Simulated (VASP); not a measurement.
# Bi (P6_3/mmc) in VASP: notebook, part 2 of 3

VASP 6.6.1. The steps go on from the part before.

## Step 4: Electric field gradients, PBE (volume scaled by 0.95)

INCAR reads:

```
SYSTEM = Bi
PREC     = Accurate       ! precision mode
ENCUT    = 520            ! plane-wave cutoff, eV
EDIFF    = 1E-8           ! SCF threshold, eV
ISMEAR   = -1             ! smearing method
SIGMA    = 0.03           ! smearing width, eV
LREAL    = .False.        ! projectors in reciprocal space
LASPH    = .True.         ! aspherical terms in the spheres
NELM     = 100            ! most SCF steps
ALGO     = Normal         ! electronic algorithm
ISIF     = 2              ! what is computed and relaxed
LWAVE    = .False.        ! write WAVECAR
LCHARG   = .False.        ! write CHGCAR
GGA      = PE             ! functional
LEFG     = .True.       
NBANDS   = 22             ! bands
```

KPOINTS reads:

```
regular mesh
0
Gamma
  9 9 3
  0 0 0
```

POSCAR reads:

```
Bi
1.0
    4.4620532262      0.0000000000      0.0000000000
   -2.2310266131      3.8642514470      0.0000000000
    0.0000000000      0.0000000000     11.6284697350
Bi
2
Direct
    0.3333333333      0.6666666667      0.2500000000
    0.6666666667      0.3333333333      0.7500000000
```

Potentials or basis: VASP PAW PBE potentials, release 64 (Bi_d).

Started as:

```console
cat potpaw_PBE.64/Bi_d/POTCAR > POTCAR
mpirun -np 1 vasp_std > vasp.out
```

OUTCAR:

```text
SYSTEM = Bi
   PREC = Accurate
   ENCUT = 520
   EDIFF = 1E-8
   ISMEAR = -1
   LREAL = .False.
   LASPH = .True.
   NELM = 100
   ISIF = 2
   GGA = PE

 ion  position               nearest neighbor table
   1  0.333  0.667  0.250-
   2  0.667  0.333  0.750-

  LATTYP: Found a hexagonal cell.
 ALAT       =     4.4620532262
 C/A-ratio  =     2.6060804624

  Lattice vectors:

 A1 = (   4.4620532262,   0.0000000000,   0.0000000000)
 A2 = (  -2.2310266131,   3.8642514470,   0.0000000000)
 A3 = (   0.0000000000,   0.0000000000,  11.6284697350)

Analysis of symmetry for initial positions (statically):
=====================================================================
 Subroutine PRICEL returns:
 Original cell was already a primitive cell.

 Routine SETGRP: Setting up the symmetry group for a
 hexagonal supercell.

 Subroutine GETGRP returns: Found 24 space group operations
 (whereof 12 operations were pure point group operations)
 out of a pool of 24 trial point group operations.

The static configuration has the point symmetry D_3d.
 The point group associated with its full space group is D_6h.

Analysis of symmetry for dynamics (positions and initial velocities):
=====================================================================
 Subroutine PRICEL returns:
 Original cell was already a primitive cell.

 Routine SETGRP: Setting up the symmetry group for a
 hexagonal supercell.

 Subroutine GETGRP returns: Found 24 space group operations
 (whereof 12 operations were pure point group operations)
 out of a pool of 24 trial point group operations.

The dynamic configuration has the point symmetry D_3d.
 The point group associated with its full space group is D_6h.

 Subroutine INISYM returns: Found 24 space group operations
 (whereof 12 operations are pure point group operations),
 and found     1 'primitive' translations

----------------------------------------------------------------------------------------

                                     Primitive cell

  volume of cell :     200.5038

  direct lattice vectors                    reciprocal lattice vectors
     4.462053226  0.000000000  0.000000000     0.224112073  0.129391166  0.000000000
    -2.231026613  3.864251447  0.000000000     0.000000000  0.258782332  0.000000000
     0.000000000  0.000000000 11.628469735     0.000000000  0.000000000  0.085995838

  length of vectors
     4.462053226  4.462053226 11.628469735     0.258782332  0.258782332  0.085995838

  position of ions in fractional coordinates (direct lattice)
     0.333333333  0.666666667  0.250000000
     0.666666667  0.333333333  0.750000000

  ion indices of the primitive-cell ions
   primitive index   ion index
                 1           1
                 2           2

----------------------------------------------------------------------------------------

 KPOINTS: regular mesh
[... 70 lines left out ...]
   NSW    =      0    number of steps for IOM
   IBRION =     -1    ionic relax: 0-MD 1-quasi-New 2-CG
   NFREE  =      0    steps in history (QN), initial steepest desc. (CG)
   ISIF   =      2    stress and relaxation
   ISYM   =      2    0-nonsym 1-usesym 2-fastsym
   POTIM  = 0.5000    time-step for ionic-motion
   TEBEG  =    0.0;   TEEND  =   0.0 temperature during run
   PSTRESS=    0.0 pullay stress
   NELECT =      30.0000    total number of electrons
   NUPDOWN=      -1.0000    fix difference up-down
   EMIN   =  10.00;   EMAX   =-10.00  energy-range for DOS
   EFERMI =   0.00;   METHOD = LEGACY
   ISMEAR =    -1;   SIGMA  =   0.03  broadening in eV -4-tet -1-fermi 0-gaus
   EFERMI_NEDOS =   21; number of points for ismear=-14 and -15
   IALGO  =     38    algorithm
   IMIX   =      4    mixing-type and parameters
     AMIX     =   0.40;   BMIX     =  1.00
     AMIX_MAG =   1.60;   BMIX_MAG =  1.00
  volume/ion in A,a.u.               =     100.25       676.53
  Fermi-wavevector in a.u.,A,eV,Ry     =   0.869109  1.642378 10.277172  0.755351
  Thomas-Fermi vector in A             =   1.987884
   LORBIT       =      0    0 simple, 1 ext, 2 COOP (PROOUT), +10 PAW based schemes
   GGA     = PE    functional components
   LHFCALC =     F    Hartree Fock is set to
   AEXX    =    0.0000 exact exchange contribution
   IVDW    =     0    specifies the selected vdW correction
   LEPSILON=     F    determine dielectric tensor
   LRPA    =     F    only Hartree local field effects (RPA)
 non-spin polarized calculation
  energy-cutoff  :      520.00
  volume of cell :      200.50
 maximum number of plane-waves:      5422
 NGX is ok and might be reduce to    36
   NGX = 17   NGY = 17   NGZ = 43

 number of electron      30.0000007 magnetization

 Free energy of the ion-electron system (eV)
  ---------------------------------------------------
  ext. energy  EPLUGINS =         0.00000000
  ---------------------------------------------------
  free energy    TOTEN  =        -3.44553545 eV

  energy without entropy =       -3.42521264  energy(sigma->0) =       -3.43537404

 E-fermi :  -0.8545     XC(G=0):  -5.4753

 val. band max:       -0.8574203858   @ k =   0.3333   0.1111   0.3333
 cond. band min:      -0.8527597233   @ k =   0.3333   0.0000   0.3333
 fundamental gap:      0.0046606624
 Fermi energy:        -0.8545199937

 k-point     1 :       0.0000    0.0000    0.0000
  band No.  band energies     occupation
      1     -23.6812      2.00000
      2     -23.6811      2.00000
      3     -23.6747      2.00000
      4     -23.6747      2.00000
      5     -23.6746      2.00000
      6     -23.6746      2.00000
[... 589 lines left out ...]
     21       4.7388      0.00000
     22       5.2771      0.00000

------------------------ aborting loop because EDIFF is reached ----------------------------------------

  FORCE on cell =-STRESS in cart. coord.  units (eV):
  Direction    XX          YY          ZZ          XY          YZ          ZX
  --------------------------------------------------------------------------------------
  -------------------------------------------------------------------------------------
  Total       -6.4440748     -6.4440748     -0.5035212      0.0000000     -0.0000000      0.0000000
  in kB      -51.4930316    -51.4930316     -4.0235155      0.0000000     -0.0000000      0.0000000
  external PRESSURE =     -35.6698596 kB  Pullay stress =       0.0000000 kB

 VOLUME and BASIS-vectors are now :
 -----------------------------------------------------------------------------
  energy-cutoff  :      520.00
  volume of cell :      200.50
      direct lattice vectors                 reciprocal lattice vectors
     4.462053226  0.000000000  0.000000000     0.224112073  0.129391166  0.000000000
    -2.231026613  3.864251447  0.000000000     0.000000000  0.258782332  0.000000000
     0.000000000  0.000000000 11.628469735     0.000000000  0.000000000  0.085995838

 POSITION                                       TOTAL-FORCE (eV/Angst)
 -----------------------------------------------------------------------------------
     -0.00000      2.57617      2.90712         0.000000     -0.000000      0.000000
      2.23103      1.28808      8.72135        -0.000000      0.000000      0.000000
 -----------------------------------------------------------------------------------
    total drift:                               -0.000000      0.000000      0.000000

  FREE ENERGIE OF THE ION-ELECTRON SYSTEM (eV)
  ---------------------------------------------------
  free  energy   TOTEN  =        -3.4455354464 eV

  energy  without entropy=       -3.4252126377  energy(sigma->0) =       -3.43537404

 Electric field gradients (V/A^2)
---------------------------------------------------------------------
 ion       V_xx      V_yy      V_zz      V_xy      V_xz      V_yz
---------------------------------------------------------------------
   1      63.417    63.419  -126.836     0.002     0.000    -0.000
   2      63.417    63.419  -126.836     0.002    -0.000     0.000
---------------------------------------------------------------------

 Electric field gradients after diagonalization (V/A^2)
 (convention: |V_zz| > |V_xx| > |V_yy|)
----------------------------------------------------------------------
 ion       V_xx      V_yy      V_zz     asymmetry (V_yy - V_xx)/ V_zz
----------------------------------------------------------------------
   1      63.420    63.415  -126.836       0.000
   2      63.420    63.415  -126.836       0.000
----------------------------------------------------------------------

           NMR quadrupolar parameters

 Cq : quadrupolar parameter    Cq=e*Q*V_zz/h
 eta: asymmetry parameters     (V_yy - V_xx)/ V_zz
 Q  : nuclear electric quadrupole moment in mb (millibarn)
----------------------------------------------------------------------
 ion       Cq(MHz)       eta       Q (mb)
----------------------------------------------------------------------
   1      -0.307       0.000       1.000
   2      -0.307       0.000       1.000
----------------------------------------------------------------------
```

Run time: 86 s. Hardware: 1 thread of Intel Xeon 6975P-C, shared host; peak memory 0.35 GiB.

What came out:

```yaml
Free_energy: -3.4455 eV
Pressure: -3.6 GPa
Band_gap_on_the_k_mesh: zero (band 15 reaches 0.72 eV, above the bottom of band 16 at -1.61 eV)
```

Stress tensor (GPa, compression positive):
```
-5.15  0.00  0.00
 0.00 -5.15  0.00
 0.00  0.00 -0.40
```

Electric field gradients, principal values (V/Å²):
```
atom   least  middle  greatest (by size)
1 Bi  63.415  63.420            -126.836
2 Bi  63.415  63.420            -126.836
```

Caveat: without QUAD_EFG the Cq values of the log hold for a quadrupole moment of 1 mb, not for the nuclei; spin-orbit coupling is left out, which moves the levels of the heavy elements.

## Step 5: Electric field gradients, PBE (volume scaled by 0.96)

INCAR reads:

```
  PREC = Accurate
  ENCUT = 520
  EDIFF = 1E-8
  ISMEAR = -1
  SIGMA = 0.03
  LREAL = False
  LASPH = True
  NELM = 80
  ALGO = Normal
  ISIF = 2
  LWAVE = False
  LCHARG = False
  GGA = PE
  LEFG = True
  NBANDS = 22
```

KPOINTS reads:

```
regular mesh
0
Gamma
  9 9 3
```

POSCAR reads:

```
Bi
1.0
    4.4776549378      0.0000000000      0.0000000000
   -2.2388274690      3.8777629256      0.0000000000
    0.0000000000      0.0000000000     11.6691290509
Bi
2
Direct
    0.3333333333      0.6666666667      0.2500000000
    0.6666666667      0.3333333333      0.7500000000
```

Potentials or basis: VASP PAW PBE potentials, release 64 (Bi_d).

Started as:

```console
cat potpaw_PBE.64/Bi_d/POTCAR > POTCAR
mpirun -np 1 vasp_std > vasp.out
```

OUTCAR:

```text
PREC = Accurate
   ENCUT = 520
   EDIFF = 1E-8
   ISMEAR = -1
   LREAL = False
   LASPH = True
   NELM = 80
   ISIF = 2
   GGA = PE

 ion  position               nearest neighbor table
   1  0.333  0.667  0.250-
   2  0.667  0.333  0.750-

  LATTYP: Found a hexagonal cell.
 ALAT       =     4.4776549378
 C/A-ratio  =     2.6060804624

  Lattice vectors:

 A1 = (   4.4776549378,   0.0000000000,   0.0000000000)
 A2 = (  -2.2388274690,   3.8777629256,   0.0000000000)
 A3 = (   0.0000000000,   0.0000000000,  11.6691290509)
[... 808 lines left out ...]

  FREE ENERGIE OF THE ION-ELECTRON SYSTEM (eV)
  ---------------------------------------------------
  free  energy   TOTEN  =        -3.3992187646 eV

  energy  without entropy=       -3.3785515379  energy(sigma->0) =       -3.38888515

 Electric field gradients (V/A^2)
---------------------------------------------------------------------
 ion       V_xx      V_yy      V_zz      V_xy      V_xz      V_yz
---------------------------------------------------------------------
   1      64.087    64.089  -128.177     0.002     0.000    -0.000
   2      64.087    64.089  -128.177     0.002    -0.000     0.000
---------------------------------------------------------------------

 Electric field gradients after diagonalization (V/A^2)
 (convention: |V_zz| > |V_xx| > |V_yy|)
----------------------------------------------------------------------
 ion       V_xx      V_yy      V_zz     asymmetry (V_yy - V_xx)/ V_zz
----------------------------------------------------------------------
   1      64.091    64.086  -128.177       0.000
   2      64.091    64.086  -128.177       0.000
----------------------------------------------------------------------

           NMR quadrupolar parameters

 Cq : quadrupolar parameter    Cq=e*Q*V_zz/h
 eta: asymmetry parameters     (V_yy - V_xx)/ V_zz
 Q  : nuclear electric quadrupole moment in mb (millibarn)
----------------------------------------------------------------------
 ion       Cq(MHz)       eta       Q (mb)
----------------------------------------------------------------------
   1      -0.310       0.000       1.000
   2      -0.310       0.000       1.000
----------------------------------------------------------------------
```

OSZICAR:

```text
N       E                     dE             d eps       ncg     rms          rms(c)
DAV:   1     0.261306919629E+03    0.26131E+03   -0.14356E+04  1152   0.118E+03
DAV:   2     0.170899366073E+02   -0.24422E+03   -0.23973E+03  1134   0.318E+02
DAV:   3    -0.270580725765E+01   -0.19796E+02   -0.19537E+02  1248   0.117E+02
DAV:   4    -0.337897550042E+01   -0.67317E+00   -0.67176E+00  1332   0.237E+01
DAV:   5    -0.340829662158E+01   -0.29321E-01   -0.29320E-01  1486   0.447E+00    0.802E-01
DAV:   6    -0.339593525037E+01    0.12361E-01   -0.35600E-02  1258   0.139E+00    0.507E-01
DAV:   7    -0.339779180747E+01   -0.18566E-02   -0.41371E-02  1224   0.129E+00    0.130E-01
DAV:   8    -0.339895895893E+01   -0.11672E-02   -0.36757E-03  1152   0.722E-01    0.503E-02
DAV:   9    -0.339909460941E+01   -0.13565E-03   -0.15877E-04  1312   0.994E-02    0.308E-02
DAV:  10    -0.339921366355E+01   -0.11905E-03   -0.14084E-04  1190   0.587E-02    0.359E-03
DAV:  11    -0.339921637783E+01   -0.27143E-05   -0.28968E-06  1344   0.146E-02    0.201E-03
DAV:  12    -0.339921862077E+01   -0.22429E-05   -0.36887E-06  1112   0.944E-03    0.658E-04
DAV:  13    -0.339921875685E+01   -0.13607E-06   -0.15921E-07  1248   0.296E-03    0.358E-04
DAV:  14    -0.339921876716E+01   -0.10310E-07   -0.56175E-08   900   0.144E-03    0.227E-04
DAV:  15    -0.339921876456E+01    0.25993E-08   -0.13331E-09   912   0.464E-04
   1 F= -.33992188E+01 E0= -.33888852E+01  d E =-.206672E-01
```

Run time: 86 s. Hardware: 1 thread of Intel Xeon 6975P-C, shared host; peak memory 0.35 GiB.

Results:

```yaml
Free_energy: -3.3992 eV
Pressure: -3.5 GPa
Band_gap_on_the_k_mesh: zero (band 15 reaches 0.65 eV, above the bottom of band 16 at -1.64 eV)
```

Stress tensor (GPa, compression positive):
```
-5.07  0.00  0.00
 0.00 -5.07  0.00
 0.00  0.00 -0.39
```

Levels at points of the mesh, in eV from the Fermi level:
```tsv
k point	band 11	band 12	band 13	band 14	band 15	band 16	band 17	band 18	band 19	band 20
(0.00, 0.00, 0.00)	-10.34	-10.33	-0.90	-0.36	1.54	1.54	1.55	1.55	3.05	4.68
```

Electric field gradients, principal values (V/Å²):
| atom | least | middle | greatest (by size) |
| --- | --- | --- | --- |
| 1 Bi | 64.086 | 64.091 | -128.177 |
| 2 Bi | 64.086 | 64.091 | -128.177 |

Caveat: without QUAD_EFG the Cq values of the log hold for a quadrupole moment of 1 mb, not for the nuclei; spin-orbit coupling is left out, which moves the levels of the heavy elements.

[end of part 2 of 3]
